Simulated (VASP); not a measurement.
# MnO2: single point with r2SCAN

The system is MnO2.

```
CELL_PARAMETERS angstrom
2.85081 0.00000 0.00000
-1.42540 2.46887 0.00000
0.00000 0.00000 10.41269
ATOMIC_POSITIONS crystal
Mn 0.00000 0.00000 0.50000
Mn 0.00000 0.00000 0.00000
O 0.66667 0.33333 0.40890
O 0.66667 0.33333 0.09110
O 0.33333 0.66667 0.59110
O 0.33333 0.66667 0.90890
```

* Program: VASP 6.6.1
* Task: single point
* Functional: r2SCAN
* Potentials or basis: VASP PAW PBE potentials, release 64 (Mn_pv, O)
* Cutoff: 520 eV
* k mesh: 11 × 11 × 3
* Occupations: fermi-dirac, width 0.05 eV
* Spin: collinear spin, ferromagnetic start
* Starting moments: [4.0, 4.0, 0.0, 0.0, 0.0, 0.0] μB

```json
{
  "Pressure": "1.0 GPa",
  "Largest force": "0.086 eV/Å",
  "Band gap on the k mesh": "1.99 eV (least direct gap 2.06 eV)",
  "Net moment": "6.00 μB per cell",
  "Site moments": "Mn +2.93; O +0.01 μB",
  "Valence electrons inside the program's atomic spheres": "Mn 11.72; O 5.04"
}
```

Forces in eV/Å, atoms in the order of the input:
```
Mn   0.000  0.000  0.000
Mn   0.000  0.000  0.000
O    0.000  0.000 -0.086
O    0.000  0.000  0.086
O    0.000  0.000  0.086
O    0.000  0.000 -0.086
```

Stress tensor (GPa, compression positive):
```
1.20 0.00 0.00
0.00 1.20 0.00
0.00 0.00 0.49
```

Levels at points of the mesh, in eV from the valence-band top:
Spin up:
| k point | band 24 | band 25 | band 26 | band 27 | band 28 | band 29 | band 30 | band 31 | band 32 | band 33 |
| --- | --- | --- | --- | --- | --- | --- | --- | --- | --- | --- |
| (0.00, 0.00, 0.00) | -0.97 | -0.95 | -0.95 | -0.32 | -0.07 | 3.55 | 3.55 | 3.56 | 3.56 | 7.81 |
Spin down:
| k point | band 19 | band 20 | band 21 | band 22 | band 23 | band 24 | band 25 | band 26 |
| --- | --- | --- | --- | --- | --- | --- | --- | --- |
| (0.00, 0.00, 0.00) | -0.97 | -0.95 | -0.95 | -0.92 | 1.99 | 1.99 | 1.99 | 1.99 |

It took 23 min on 1 thread of Oxide Virtual Turin-like Processor, on a shared host, peak memory 0.29 GiB.

Caveat: the PAW data sets were made with another functional, which shifts forces and pressure a little; the run started ferromagnetic, and an antiferromagnetic order may lie lower in energy. A k mesh can miss the band edges.
